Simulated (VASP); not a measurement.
# HPbNO4 (P2_1/m) in VASP: a series of runs, part 2 of 2

VASP 6.6.1. Earlier steps stand in the parts before.

### Step 4. Single point, PBE

This run uses another cell than the first one, of 13.09 Å³/atom.

The input, INCAR:

```
  PREC = Accurate
  ENCUT = 520
  EDIFF = 1E-6
  ISMEAR = -1
  SIGMA = 0.05
  LREAL = F
  LASPH = T
  NELM = 80
  ALGO = Normal
  ISIF = 2
  LWAVE = F
  LCHARG = F
  GGA = PE
  NBANDS = 57
```

The input, KPOINTS:

```
Automatic mesh
0
Gamma
  3 5 3
```

The input, POSCAR:

```
HPbNO4
1.0
    6.7603743331      0.0000000000     -0.0973006645
    0.0000000000      3.8632791912      0.0000000000
   -3.4455623105      0.0000000000      7.0649830333
H Pb N O
2 2 2 8
Direct
    0.2143274732      0.7500000000      0.5162741204
    0.7856725268      0.2500000000      0.4837258796
    0.2928863358      0.2500000000      0.2755841298
    0.7071136642      0.7500000000      0.7244158702
    0.2230038444      0.7500000000      0.8353813328
    0.7769961556      0.2500000000      0.1646186672
    0.3234552201      0.7500000000      0.4648334020
    0.4205487401      0.7500000000      0.8712480356
    0.1660022822      0.7500000000      0.9692123444
    0.0703649370      0.7500000000      0.6637784700
    0.6765447799      0.2500000000      0.5351665980
    0.5794512599      0.2500000000      0.1287519644
    0.8339977178      0.2500000000      0.0307876556
    0.9296350630      0.2500000000      0.3362215300
```

Potentials or basis: VASP PAW PBE potentials, release 64 (H, Pb_d, N, O).

The run is started by

```
cat potpaw_PBE.64/H/POTCAR potpaw_PBE.64/Pb_d/POTCAR potpaw_PBE.64/N/POTCAR potpaw_PBE.64/O/POTCAR > POTCAR
mpirun -np 1 vasp_std > vasp.out
```

OUTCAR:

```text
PREC = Accurate
   ENCUT = 520
   EDIFF = 1E-6
   ISMEAR = -1
   LREAL = F
   LASPH = T
   NELM = 80
   ISIF = 2
   GGA = PE

 ion  position               nearest neighbor table
   1  0.214  0.750  0.516-   7 0.99
   2  0.786  0.250  0.484-  11 0.99
   3  0.293  0.250  0.276-   7 2.39   7 2.39  11 2.47  12 2.67  14 2.70  13 2.82   9 2.90   9 2.90
                             4 3.89   4 3.89
   4  0.707  0.750  0.724-  11 2.39  11 2.39   7 2.47   8 2.67  10 2.70   9 2.82  13 2.90  13 2.90
                             3 3.89   3 3.89
   5  0.223  0.750  0.835-   8 1.23   9 1.27  10 1.28
   6  0.777  0.250  0.165-  12 1.23  13 1.27  14 1.28
   7  0.323  0.750  0.465-   1 0.99   3 2.39   3 2.39   4 2.47
   8  0.421  0.750  0.871-   5 1.23   4 2.67
   9  0.166  0.750  0.969-   5 1.27   4 2.82   3 2.90   3 2.90
  10  0.070  0.750  0.664-   5 1.28   4 2.70
  11  0.677  0.250  0.535-   2 0.99   4 2.39   4 2.39   3 2.47
  12  0.579  0.250  0.129-   6 1.23   3 2.67
  13  0.834  0.250  0.031-   6 1.27   3 2.82   4 2.90   4 2.90
[... 1098 lines left out ...]

  FORCE on cell =-STRESS in cart. coord.  units (eV):
  Direction    XX          YY          ZZ          XY          YZ          ZX
  --------------------------------------------------------------------------------------
  -------------------------------------------------------------------------------------
  Total        7.2888995      5.4064369      6.7567669      0.0000000      0.0000000      0.0075893
  in kB       63.7373165     47.2762426     59.0841170      0.0000000      0.0000000      0.0663640
  external PRESSURE =      56.6992254 kB  Pullay stress =       0.0000000 kB

 VOLUME and BASIS-vectors are now :
 -----------------------------------------------------------------------------
  energy-cutoff  :      520.00
  volume of cell :      183.22
      direct lattice vectors                 reciprocal lattice vectors
     6.760374333  0.000000000 -0.097300664     0.148966444  0.000000000  0.072650304
     0.000000000  3.863279191  0.000000000     0.000000000  0.258847458  0.000000000
    -3.445562311  0.000000000  7.064983033     0.002051602  0.000000000  0.142543714

 POSITION                                       TOTAL-FORCE (eV/Angst)
 -----------------------------------------------------------------------------------
     -0.32992      2.89746      3.62661        -0.092411      0.000000      0.032436
      3.64473      0.96582      3.34107         0.092411      0.000000     -0.032436
      1.03048      0.96582      1.91850         0.015546     -0.000000     -0.013945
      2.28433      2.89746      5.04918        -0.015546      0.000000      0.013945
     -1.37077      2.89746      5.88026        -0.138028      0.000000     -0.013572
      4.68558      0.96582      1.08743         0.138028      0.000000      0.013572
      0.58507      2.89746      3.25257         0.071214      0.000000     -0.020316
     -0.15887      2.89746      6.11443         0.506614      0.000000      0.085500
     -2.21724      2.89746      6.83132        -0.230545     -0.000000      0.258558
     -1.81140      2.89746      4.68274        -0.114585      0.000000     -0.326111
      2.72975      0.96582      3.71511        -0.071214      0.000000      0.020316
      3.47368      0.96582      0.85325        -0.506614     -0.000000     -0.085500
      5.53206      0.96582      0.13637         0.230545      0.000000     -0.258558
      5.12621      0.96582      2.28495         0.114585     -0.000000      0.326111
 -----------------------------------------------------------------------------------
    total drift:                                0.000000      0.000000     -0.000000

  FREE ENERGIE OF THE ION-ELECTRON SYSTEM (eV)
  ---------------------------------------------------
  free  energy   TOTEN  =       -80.7231017766 eV

  energy  without entropy=      -80.7231017766  energy(sigma->0) =      -80.72310178
```

OSZICAR:

```text
N       E                     dE             d eps       ncg     rms          rms(c)
DAV:   1     0.108851485839E+04    0.10885E+04   -0.43423E+04  1710   0.165E+03
DAV:   2     0.872622193593E+02   -0.10013E+04   -0.93886E+03  1894   0.460E+02
DAV:   3    -0.792798653749E+02   -0.16654E+03   -0.16051E+03  2044   0.207E+02
DAV:   4    -0.897663642958E+02   -0.10486E+02   -0.10375E+02  2252   0.560E+01
DAV:   5    -0.901635118888E+02   -0.39715E+00   -0.39661E+00  2356   0.105E+01    0.208E+01
DAV:   6    -0.807175571385E+02    0.94460E+01   -0.35244E+01  2412   0.330E+01    0.798E+00
DAV:   7    -0.808062182774E+02   -0.88661E-01   -0.45437E+00  2012   0.101E+01    0.504E+00
DAV:   8    -0.807657948279E+02    0.40423E-01   -0.11145E+00  2299   0.594E+00    0.170E+00
DAV:   9    -0.807177731353E+02    0.48022E-01   -0.16296E-01  2332   0.279E+00    0.570E-01
DAV:  10    -0.807223695511E+02   -0.45964E-02   -0.68053E-02  2058   0.119E+00    0.318E-01
DAV:  11    -0.807226335960E+02   -0.26404E-03   -0.69143E-03  2372   0.598E-01    0.788E-02
DAV:  12    -0.807229906716E+02   -0.35708E-03   -0.76945E-04  2120   0.159E-01    0.338E-02
DAV:  13    -0.807230905017E+02   -0.99830E-04   -0.14838E-04  2084   0.636E-02    0.169E-02
DAV:  14    -0.807230984959E+02   -0.79942E-05   -0.18648E-05  2272   0.276E-02    0.641E-03
DAV:  15    -0.807231014313E+02   -0.29354E-05   -0.51171E-06  1828   0.115E-02    0.362E-03
DAV:  16    -0.807231017766E+02   -0.34533E-06   -0.79389E-07  1368   0.697E-03
   1 F= -.80723102E+02 E0= -.80723102E+02  d E =-.252557E-10
```

Run time: 4.7 min. Hardware: 1 thread of Intel Xeon Platinum 8259CL at 2.50GHz (Skylake/Cascade Lake), shared host; peak memory 0.36 GiB.

What came out:

| Quantity | Value |
| --- | --- |
| Free energy | -80.7231 eV |
| Pressure | 5.7 GPa |
| Largest force | 0.514 eV/Å |
| Band gap on the k mesh | 2.77 eV (least direct gap 2.89 eV) |

Forces in eV/Å, atoms in the order of the input:
```
H   -0.092  0.000  0.032
H    0.092  0.000 -0.032
Pb   0.016  0.000 -0.014
Pb  -0.016  0.000  0.014
N   -0.138  0.000 -0.014
N    0.138  0.000  0.014
O    0.071  0.000 -0.020
O    0.507  0.000  0.086
O   -0.231  0.000  0.259
O   -0.115  0.000 -0.326
O   -0.071  0.000  0.020
O   -0.507  0.000 -0.086
O    0.231  0.000 -0.259
O    0.115  0.000  0.326
```

Caveat: the standard files for N, O and F lose accuracy on very short bonds; the cell stands under pressure; spin-orbit coupling is left out, which moves the levels of the heavy elements. A k mesh can miss the band edges.

### Step 5. Single point, PBE

This run uses another cell than the first one, of 15.67 Å³/atom.

The input, INCAR:

```
SYSTEM = HPbNO4
PREC = Accurate
ENCUT = 520
EDIFF = 1E-6
ISMEAR = -1
SIGMA = 0.05
LREAL = .False.
LASPH = .True.
NELM = 100
ALGO = Normal
ISIF = 2
LWAVE = .False.
LCHARG = .False.
GGA = PE
NBANDS = 57
```

The input, KPOINTS:

```
Automatic mesh
0
Gamma
  5 6 4
  0 0 0
```

The input, POSCAR:

```
HPbNO4
1.0
    6.9490273241      0.0000000000      0.0000000000
    0.0000000000      4.2842965130      0.0000000000
   -3.4356336699      0.0000000000      7.3703192674
H Pb N O
2 2 2 8
Direct
    0.2254900000      0.7500000000      0.5073000000
    0.7745100000      0.2500000000      0.4927000000
    0.3022900000      0.2500000000      0.2849400000
    0.6977100000      0.7500000000      0.7150600000
    0.2148400000      0.7500000000      0.8356700000
    0.7851600000      0.2500000000      0.1643300000
    0.3307800000      0.7500000000      0.4533800000
    0.4090900000      0.7500000000      0.8690100000
    0.1550800000      0.7500000000      0.9653700000
    0.0708300000      0.7500000000      0.6695500000
    0.6692200000      0.2500000000      0.5466100000
    0.5909100000      0.2500000000      0.1309900000
    0.8449200000      0.2500000000      0.0346300000
    0.9291700000      0.2500000000      0.3304500000
```

The run is started by

```
cat potpaw_PBE.64/H/POTCAR potpaw_PBE.64/Pb_d/POTCAR potpaw_PBE.64/N/POTCAR potpaw_PBE.64/O/POTCAR > POTCAR
mpirun -np 1 vasp_std > vasp.out
```

Run time: 22 min. Hardware: 1 thread of Intel Xeon 8259CL, shared host; peak memory 0.61 GiB.

Results (log left out):

```yaml
Free_energy: -81.0587 eV
Pressure: -2.8 GPa
Largest_force: 0.615 eV/Å
Band_gap_on_the_k_mesh: 3.03 eV (least direct gap 3.16 eV)
```

Forces in eV/Å, atoms in the order of the input:
```
H    0.418  0.000 -0.176
H   -0.416  0.000  0.175
Pb   0.002  0.000  0.207
Pb  -0.002  0.000 -0.207
N    0.049  0.000 -0.014
N   -0.049  0.000  0.014
O   -0.291  0.000  0.137
O   -0.599  0.000 -0.137
O    0.365  0.000 -0.458
O    0.151  0.000  0.590
O    0.288  0.000 -0.136
O    0.599  0.000  0.137
O   -0.365  0.000  0.458
O   -0.151  0.000 -0.590
```

Stress tensor (GPa, compression positive):
```
-3.90  0.00  0.15
 0.00 -1.30  0.00
 0.15  0.00 -3.19
```

Levels at points of the mesh, in eV from the valence-band top:
| k point | band 41 | band 42 | band 43 | band 44 | band 45 | band 46 | band 47 | band 48 |
| --- | --- | --- | --- | --- | --- | --- | --- | --- |
| (0.00, 0.00, 0.00) | -1.16 | -0.29 | -0.23 | -0.01 | 3.19 | 3.80 | 4.13 | 4.18 |
| (0.00, 0.50, 0.00) | -0.59 | -0.59 | -0.18 | -0.18 | 3.24 | 3.24 | 4.59 | 4.59 |
| (0.00, 0.00, 0.50) | -1.24 | -0.33 | -0.16 | -0.12 | 3.25 | 3.68 | 4.09 | 4.13 |
| (0.00, 0.50, 0.50) | -0.65 | -0.65 | -0.17 | -0.17 | 3.20 | 3.21 | 4.70 | 4.70 |

Caveat: the standard files for N, O and F lose accuracy on very short bonds; spin-orbit coupling is left out, which moves the levels of the heavy elements. A k mesh can miss the band edges.

### Step 6. The runs side by side

| cell | k mesh | gap on the mesh (eV) | pressure (GPa) | largest force (eV/Å) |
| --- | --- | --- | --- | --- |
| a = 6.859, b = 4.229, c = 8.026 Å, angles 90.0, 115.0, 90.0°, 14 atoms, atomic positions A | 3 × 4 × 3 | 3.10 | 0.6 | 0.46 |
| a = 6.761, b = 3.863, c = 7.860 Å, angles 90.0, 116.8, 90.0°, 14 atoms, atomic positions B | 3 × 5 × 3 | 2.77 | 5.7 | 0.51 |
| a = 6.949, b = 4.284, c = 8.132 Å, angles 90.0, 115.0, 90.0°, 14 atoms, atomic positions A | 5 × 6 × 4 | 3.03 | -2.8 | 0.61 |

Alike in all rows: task single point; level PBE; potentials or basis VASP PAW PBE potentials, release 64 (H, Pb_d, N, O); no spin polarisation; cutoff (eV) 520; smearing fermi-dirac 0.05 eV.

Caveats: the standard files for N, O and F lose accuracy on very short bonds; spin-orbit coupling is left out, which moves the levels of the heavy elements; the cell stands under pressure (at least some runs).

Absolute energies hang on the potentials; compare differences alone.
